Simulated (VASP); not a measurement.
BeCd3S2:

```
Be Cd S
1.0
     3.64457    0.00000    0.00000
     0.00000    3.64457    0.00000
     0.00000    0.00000    8.17424
Be Cd S
1 3 2
Direct
  0.50000 0.50000 0.00000
  0.50000 0.00000 0.38616
  0.00000 0.50000 0.61384
  0.00000 0.00000 0.00000
  0.50000 0.00000 0.73448
  0.00000 0.50000 0.26552
```

The cell was built from a structure type or drawn by symmetry, and may not be a known phase.

| Property | Result |
| --- | --- |
| Program | VASP 6.6.1 |
| Task | relaxation of cell and atoms |
| Functional | PBE |
| Potentials or basis | VASP PAW PBE potentials, release 64 (Be, Cd, S) |
| Cutoff | 600 eV |
| k mesh | 6 × 6 × 2 |
| Occupations | gaussian, width 0.1 eV |
| Spin | no spin polarisation |

At the start: pressure 6.7 GPa; volume 18.10 Å³/atom.

Q: How do energy, volume and symmetry change on relaxing?

A: Over 23 steps the energy falls by 168.5 meV/atom and the volume is 21.28 Å³/atom (+17.6 %); space group P-4m2 (No. 115, to 0.1 Å) before and after.

Step by step:
| step | energy change (eV) | largest force (eV/Å) | pressure (GPa) | volume (Å³) |
| --- | --- | --- | --- | --- |
| 1 | 0.0000 | 0.7860 | 6.66 | 108.58 |
| 2 | -0.3029 | 0.8676 | -0.88 | 120.81 |
| 3 | -0.3042 | 0.8741 | -1.36 | 121.85 |
| 4 | -0.4317 | 0.8699 | -1.05 | 121.72 |
| 5 | -0.6822 | 0.6107 | 1.43 | 121.07 |
| 6 | -0.6917 | 0.4834 | 2.71 | 120.76 |
| 7 | -0.7598 | 0.4546 | 2.09 | 123.22 |
| 8 | -0.8750 | 0.3081 | 0.80 | 129.70 |
| 9 | -0.8755 | 0.1867 | -1.14 | 143.23 |
| 10 | -0.9125 | 0.1490 | -0.13 | 136.21 |
| 11 | -0.9434 | 0.1297 | -0.40 | 135.64 |
| 12 | -0.9781 | 0.0662 | -0.75 | 134.40 |
| 13 | -0.9824 | 0.1219 | -0.83 | 133.79 |
| 14 | -0.9888 | 0.1986 | 0.33 | 130.48 |
| 15 | -0.9894 | 0.1804 | 0.07 | 131.20 |
| 16 | -0.9940 | 0.1492 | 0.10 | 130.75 |
| 17 | -1.0026 | 0.0658 | 0.23 | 129.43 |
| 18 | -0.9985 | 0.0622 | 0.66 | 126.81 |
| 19 | -1.0041 | 0.0162 | 0.37 | 128.48 |
| 20 | -1.0074 | 0.0432 | -0.01 | 128.83 |
| 21 | -1.0081 | 0.0651 | -0.30 | 129.09 |
| 22 | -1.0098 | 0.0526 | -0.21 | 128.58 |
| 23 | -1.0111 | 0.0295 | -0.05 | 127.66 |

Final structure:
```yaml
crystal:
  lattice:
    - [3.75391, 0.00000, 0.00000]
    - [0.00000, 3.75391, 0.00000]
    - [0.00000, 0.00000, 9.05922]
  atoms:
    - { symbol: Be, position: [0.50000, 0.50000, 0.00000] }
    - { symbol: Cd, position: [0.50000, 0.00000, 0.36434] }
    - { symbol: Cd, position: [0.00000, 0.50000, 0.63566] }
    - { symbol: Cd, position: [0.00000, 0.00000, 0.00000] }
    - { symbol: S, position: [0.50000, 0.00000, 0.67148] }
    - { symbol: S, position: [0.00000, 0.50000, 0.32852] }
```

Caveat: the k points lie up to 0.35 Å⁻¹ apart in the final cell, too coarse for converged energies and pressures of a metal; the volume moved by over 15 % at a fixed basis, so the end points are rough.
